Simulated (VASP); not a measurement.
Wanted: the native input for a VASP 6.6.1 run.

```yaml
Task: single point
Functional: PBE
Potentials_or_basis: VASP PAW PBE potentials, release 64 (La, Pb_d)
Cutoff: 520 eV
k_mesh: 12 × 12 × 8
Occupations: gaussian, width 0.1 eV
Spin: no spin polarisation
Dipole_correction: no
Further_INCAR_settings: ALGO = Fast; EDIFF = 1e-06; NBANDS = 25
```

The structure of La2Pb lies in POSCAR:

```
La2Pb
1.0
    3.8131987102      0.0000000000      0.0000000000
   -1.9065993551      3.3023269527      0.0000000000
    0.0000000000      0.0000000000      8.4039706026
La Pb
2 1
Direct
    0.3333333333      0.6666666667      0.1786767598
    0.6666666667      0.3333333333      0.8213232402
    0.0000000000      0.0000000000      0.5000000000
```

The cell was generated, and may not be a known phase.

These files were run (other wordings do the same):

INCAR

```
SYSTEM = La2Pb
PREC = Accurate
ENCUT = 520
EDIFF = 1E-6
ISMEAR = 0
SIGMA = 0.1
LREAL = .False.
LASPH = .True.
NELM = 60
ALGO = Fast
ISIF = 2
LWAVE = .False.
LCHARG = .False.
GGA = PE
NBANDS = 25
```

KPOINTS

```
regular mesh
0
Gamma
  12 12 8
  0 0 0
```

Potentials or basis: VASP PAW PBE potentials, release 64 (La, Pb_d).

The run is started by

```console
$ cat potpaw_PBE.64/La/POTCAR potpaw_PBE.64/Pb_d/POTCAR > POTCAR
$ mpirun -np 1 vasp_std > vasp.out
```

Results of the run:

- Pressure: 0.0 GPa
- Band gap on the k mesh: zero (bands 18 and 19 overlap by 1.29 eV)

Caveat: spin-orbit coupling is left out, which moves the levels of the heavy elements.

Run time: 23 min on 1 thread of Oxide Virtual Turin-like Processor (shared host), peak memory 0.48 GiB.
